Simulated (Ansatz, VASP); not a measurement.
# In2Te2S in VASP and in Ansatz

```
CELL_PARAMETERS angstrom
4.11335 0.00000 0.00000
-2.05667 3.56226 0.00000
0.00000 0.00000 10.62100
ATOMIC_POSITIONS crystal
In 0.66667 0.33333 0.83842
In 0.33333 0.66667 0.16158
Te 0.66667 0.33333 0.31431
Te 0.33333 0.66667 0.68569
S 0.00000 0.00000 0.00000
```

Change from the starting cell: species swapped into the Nd2SeO2 type (P-3m1, No. 164).

Alike in both runs: functional PBE; k mesh 12 × 12 × 4; occupations gaussian, width 0.1 eV; no spin polarisation.

Ansatz relaxed the structure, and its values are those at the end. VASP's run is a single point on that final structure, the one shown.

```csv
,VASP,Ansatz
version,VASP 6.6.1,Ansatz 0.2.0
potentials or method,"VASP PAW PBE potentials, release 64 (In_d, Te, S), cutoff 520 eV","scalar-relativistic, plane waves, PAW"
valence electrons in the cell,44,64
```

```csv
,VASP,Ansatz,Ansatz less VASP
gap on the k mesh at the Fermi level (eV),none,none,-
pressure (GPa),0.0,0.0,0.00
```

A gap of «none» marks a metal or a gap that the smearing closes. With one functional, cell and mesh, what is left measures potentials, basis and numerics. VASP's potentials hold 44 valence electrons a cell and Ansatz's 64, so a difference there can come from the potentials and not from the codes.

Spin-orbit coupling is off throughout.
